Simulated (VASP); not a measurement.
Set up this calculation in VASP 6.6.1, as the native input.

- Task: density of states
- Functional: PBE
- Potentials or basis: VASP PAW PBE potentials, release 64 (Ca_sv, S)
- Cutoff: 400 eV
- k mesh: 6 × 6 × 6
- Occupations: gaussian, width 0.01 eV
- Spin: no spin polarisation
- Dipole correction: no
- k mesh for the DOS: 9 × 9 × 9
- Occupations for the DOS: tetrahedron
- Further INCAR settings: ALGO = Normal; EDIFF = 1e-06

Crystal: CaS (Oldhamite).

```
Ca S
1.0
     0.00000    2.85645    2.85645
     2.85645    0.00000    2.85645
     2.85645    2.85645    0.00000
Ca S
1 1
Direct
  0.00000 0.00000 0.00000
  0.50000 0.50000 0.50000
```

One way to write it, as run:

POSCAR

```
CaS
1.0
    0.0000000000      2.8564513413      2.8564513413
    2.8564513413      0.0000000000      2.8564513413
    2.8564513413      2.8564513413      0.0000000000
Ca S
1 1
Direct
    0.0000000000      0.0000000000      0.0000000000
    0.5000000000      0.5000000000      0.5000000000
```

INCAR.step1

```
PREC = Accurate ; ENCUT = 400
EDIFF = 1E-6 ; ISMEAR = 0
SIGMA = 0.01 ; LREAL = F
LASPH = T ; NELM = 120
ALGO = Normal ; ISIF = 2
LWAVE = F ; LCHARG = T
GGA = PE ; NBANDS = 15
GGA_COMPAT = F ; NEDOS = 2001
LORBIT = 11
```

KPOINTS.step1

```
Automatic mesh
0
Gamma
  6 6 6
```

INCAR.step2

```
PREC = Accurate ; ENCUT = 400
EDIFF = 1E-6 ; ISMEAR = -5
SIGMA = 0.01 ; LREAL = F
LASPH = T ; NELM = 120
ALGO = Normal ; ISIF = 2
LWAVE = F ; LCHARG = F
GGA = PE ; LORBIT = 11
NEDOS = 2001 ; ICHARG = 11
GGA_COMPAT = F
```

KPOINTS.step2

```
Automatic mesh
0
Gamma
  9 9 9
```

Potentials or basis: VASP PAW PBE potentials, release 64 (Ca_sv, S).

Run with:

```sh
$ cat potpaw_PBE.64/Ca_sv/POTCAR potpaw_PBE.64/S/POTCAR > POTCAR
$ cp INCAR.step1 INCAR
$ cp KPOINTS.step1 KPOINTS
$ mpirun -np 1 vasp_std > vasp.out
$ cp INCAR.step2 INCAR
$ cp KPOINTS.step2 KPOINTS
$ mpirun -np 1 vasp_std > vasp.out
```

Results of the run:

- Valence electrons inside the program's atomic spheres: Ca 8.12; S 3.78

Run time: 9.5 s on 1 thread of Intel(R) Xeon(R) 6975P-C (Granite Rapids), with other jobs on the host, peak memory 0.15 GiB.
